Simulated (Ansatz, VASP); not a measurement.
# Sn3TeO2 in VASP and in Ansatz

```
Sn Te O
1.0
     3.13092    0.00000    0.00000
     0.00000    3.13092    0.00000
     0.00000    0.00000   13.55540
Sn Te O
3 1 2
Direct
  0.50000 0.50000 0.23238
  0.50000 0.50000 0.50000
  0.50000 0.50000 0.76762
  0.00000 0.00000 0.00000
  0.00000 0.00000 0.29987
  0.00000 0.00000 0.70013
```

Change from the starting cell: species swapped into the Al3Ni2Pt type (P4/mmm, No. 123).

Alike in both runs: functional PBE; k mesh 12 × 12 × 4; occupations gaussian, width 0.1 eV; no spin polarisation.

Ansatz relaxed the structure, and its values are those at the end. VASP's run is a single point on that final structure, the one shown.

|  | VASP | Ansatz |
| --- | --- | --- |
| version | VASP 6.6.1 | Ansatz 0.2.0 |
| potentials or method | VASP PAW PBE potentials, release 64 (Sn_d, Te, O), cutoff 520 eV | scalar-relativistic, plane waves, PAW |
| valence electrons in the cell | 60 | 70 |

|  | VASP | Ansatz | Ansatz less VASP |
| --- | --- | --- | --- |
| gap on the k mesh at the Fermi level (eV) | none | none | - |
| pressure (GPa) | 0.0 | 0.0 | 0.00 |
| rms of the force components (eV/Å) | 0.009 | 0.000 | -0.0090 |

A gap of «none» marks a metal or a gap that the smearing closes. VASP's potentials hold 60 valence electrons a cell and Ansatz's 70, so a difference there can come from the potentials and not from the codes.

Spin-orbit coupling is off throughout.
